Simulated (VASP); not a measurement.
**Ti: electric field gradients with PBEsol**

Ti:

```
Ti
1.0
     2.95000    0.00000    0.00000
    -1.47500    2.55477    0.00000
     0.00000    0.00000    4.63914
Ti
2
Direct
  0.33333 0.66667 0.25000
  0.66667 0.33333 0.75000
```

This cell differs from its parent crystal: zz strain of -1 %.

```yaml
Program: VASP 6.6.1
Task: electric field gradients
Functional: PBEsol
Potentials_or_basis: VASP PAW PBE potentials, release 64 (Ti_sv)
Cutoff: 520 eV
k_mesh: 14 × 14 × 8
Occupations: fermi-dirac, width 0.05 eV
Spin: no spin polarisation
Dipole_correction: no
Further_INCAR_settings: ALGO = Normal; EDIFF = 1e-08; NBANDS = 19
```

| Quantity | Value |
| --- | --- |
| Pressure | -5.1 GPa |
| Band gap on the k mesh | zero (bands 12 and 13 overlap by 1.02 eV) |
| Largest electric field gradient by atom | Ti +19.0 V/Å² |

Stress tensor (GPa, compression positive):
```
-5.25  0.00  0.00
 0.00 -5.25  0.00
 0.00  0.00 -4.73
```

Levels at points of the mesh, in eV from the Fermi level:
```
           k point  band 8  band 9  band 10  band 11  band 12  band 13  band 14  band 15  band 16  band 17
(0.00, 0.00, 0.00)  -32.59   -6.20    -2.68     0.76     0.76     0.83     0.93     1.27     1.27     1.57
(0.50, 0.00, 0.00)  -32.66   -2.35    -2.15    -1.83    -0.65     0.43     0.64     1.19     3.30     3.54
(0.00, 0.00, 0.50)  -32.64   -4.33    -4.33     0.11     0.11     0.65     0.65     0.65     0.65     2.78
(0.50, 0.00, 0.50)  -32.75   -2.54    -2.54    -0.79    -0.79     1.31     1.31     1.69     1.69     3.44
```

Electric field gradients, principal values (V/Å²):
| atom | least | middle | greatest (by size) |
| --- | --- | --- | --- |
| 1 Ti | -9.521 | -9.521 | 19.043 |
| 2 Ti | -9.521 | -9.521 | 19.043 |

It took 120 s on 1 thread of Intel Xeon 8259CL (shared host), peak memory 0.2 GiB.

Caveat: the cell differs from its parent crystal (zz strain of -1 %); the cell stands under tension; without QUAD_EFG the Cq values of the log hold for a quadrupole moment of 1 mb, not for the nuclei; the PAW data sets were made with another functional, which shifts forces and pressure a little.
